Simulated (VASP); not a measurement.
Wanted: the native input for a VASP 6.6.1 run.

| Property | Result |
| --- | --- |
| Task | single point |
| Functional | LDA |
| Potentials or basis | VASP PAW LDA potentials, release 64 (C, H, O) |
| Cutoff | 520 eV |
| k mesh | 1 × 1 × 1 |
| Occupations | fermi-dirac, width 0.02 eV |
| Spin | no spin polarisation |
| Dipole correction | no |
| Further INCAR settings | LREAL = Auto; ALGO = Normal; EDIFF = 1e-07; NBANDS = 84 |

The structure of H2C3O lies in POSCAR:

```
H2C3O
1.0
    9.1577140000      0.0000000000      0.0000000000
    0.0000000000      9.1577140000      0.0000000000
    0.0000000000      0.0000000000      9.1577140000
C H O
18 12 6
Direct
    0.8773368550      0.1869898973      0.1954527080
    0.9477692795      0.1268657222      0.1010623394
    0.6637027538      0.9396668208      0.1807547167
    0.5546799125      0.9936213339      0.2286487654
    0.9005085767      0.9246849159      0.4933436445
    0.8645935001      0.9865453322      0.6043102023
    0.1921003429      0.0473371411      0.7683576928
    0.2852567791      0.0538999143      0.8589589061
    0.9764227186      0.3105250939      0.7039529734
    0.8639055555      0.3687601513      0.6746006700
    1.0175574385      0.5896449703      0.3951859602
    0.9555004666      0.5803522582      0.2767066104
    0.3566392224      0.4115765135      0.7763837132
    0.2858464460      0.2551619323      0.2437944666
    0.7725399592      0.5357559758      0.9489813724
    0.6591928946      0.1772603949      0.9069293931
    0.0122519659      0.7100025181      0.7373565062
    0.5497769421      0.7678663038      0.6393298590
    1.0026519719      0.0803366430      0.0065846127
    0.8136528396      0.2397104780      0.2915574782
    0.4475243494      1.0345267389      0.2656885769
    0.7537579793      0.8807547386      0.1336796497
    0.8364532895      1.0593036646      0.6966476568
    0.9675449572      0.8727614774      0.4146231254
    0.3688802686      0.0543913033      0.9447226677
    0.1067296926      0.0215665176      0.6914935321
    0.7730859470      0.4292883573      0.6319699436
    1.0747441993      0.2695214111      0.7381099694
    0.8875249871      0.5728394663      0.1855921685
    1.0380210607      0.5918289215      0.5111537661
    0.3639008600      0.4874032974      0.8725321625
    0.2265521723      0.3621755386      0.2692484172
    0.6827577275      0.5675979835      0.8722919279
    0.5957600336      0.2270108020      0.9987099401
    0.0643719601      0.7197866192      0.8455166868
    0.4977333863      0.8776316884      0.6182547304
```

The input as run:

INCAR

```
PREC = Accurate
ENCUT = 520
EDIFF = 1E-7
ISMEAR = -1
SIGMA = 0.02
LREAL = Auto
LASPH = T
NELM = 60
ALGO = Normal
ISIF = 2
LWAVE = F
LCHARG = F
NBANDS = 84
```

KPOINTS

```
Automatic mesh
0
Gamma
  1 1 1
```

Potentials or basis: VASP PAW LDA potentials, release 64 (C, H, O).

Launch:

```sh
$ cat potpaw_LDA.64/C/POTCAR potpaw_LDA.64/H/POTCAR potpaw_LDA.64/O/POTCAR > POTCAR
$ mpirun -np 1 vasp_gam > vasp.out
```

It gave:

```yaml
Pressure: 0.6 GPa
Largest_force: 4.476 eV/Å
Band_gap_on_the_k_mesh: 4.05 eV
```

Caveat: the k points lie up to 0.69 Å⁻¹ apart.

It took 87 s on 1 thread of Intel(R) Xeon(R) 6975P-C (Granite Rapids), with other jobs on the host, peak memory 0.5 GiB.
